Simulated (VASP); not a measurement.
Wanted: the native input for a VASP 6.6.1 run.

| Item | Value |
| --- | --- |
| Task | single point |
| Functional | PBE |
| Potentials or basis | VASP PAW PBE potentials, release 64 (Ga_d, P) |
| Cutoff | 520 eV |
| k mesh | 4 × 4 × 1 |
| Occupations | fermi-dirac, width 0.1 eV |
| Spin | no spin polarisation |
| Dipole correction | yes |
| Further INCAR settings | ALGO = Normal; EDIFF = 1e-07; NBANDS = 26 |

The structure of GaP lies in POSCAR:

```
GaP
1.0
    3.8540855109      0.0000000000      0.0000000000
    1.9270427554      3.3377359608      0.0000000000
    0.0000000000      0.0000000000     15.9335595528
Ga P
2 2
Direct
    0.0000000000      0.0000000000      0.3765636913
    0.3333333333      0.3333333333      0.5740617852
    0.3333333333      0.3333333333      0.4259382148
    0.6666666667      0.6666666667      0.6234363087
```

These files were run (other wordings do the same):

INCAR

```
SYSTEM = GaP
PREC = Accurate ; ENCUT = 520
EDIFF = 1E-7 ; ISMEAR = -1
SIGMA = 0.1 ; LREAL = .FALSE.
LASPH = .TRUE. ; NELM = 100
ALGO = Normal ; ISIF = 2
LWAVE = .FALSE. ; LCHARG = .FALSE.
LDIPOL = .TRUE. ; IDIPOL = 3
DIPOL = 0.5 0.5 0.500 ; GGA = PE
NBANDS = 26
```

KPOINTS

```
regular mesh
0
G
  4 4 1
  0 0 0
```

Potentials or basis: VASP PAW PBE potentials, release 64 (Ga_d, P).

Command:

```console
$ cat potpaw_PBE.64/Ga_d/POTCAR potpaw_PBE.64/P/POTCAR > POTCAR
$ mpirun -np 1 vasp_std > vasp.out
```

It gave:

```yaml
Largest_force: 1.471 eV/Å
Band_gap_on_the_k_mesh: 0.23 eV, indirect (least direct gap 0.69 eV)
```

Caveat: the k points lie up to 0.47 Å⁻¹ apart.

It used 44 s of CPU time on 1 thread of Intel Xeon 6975P-C, on a shared host.
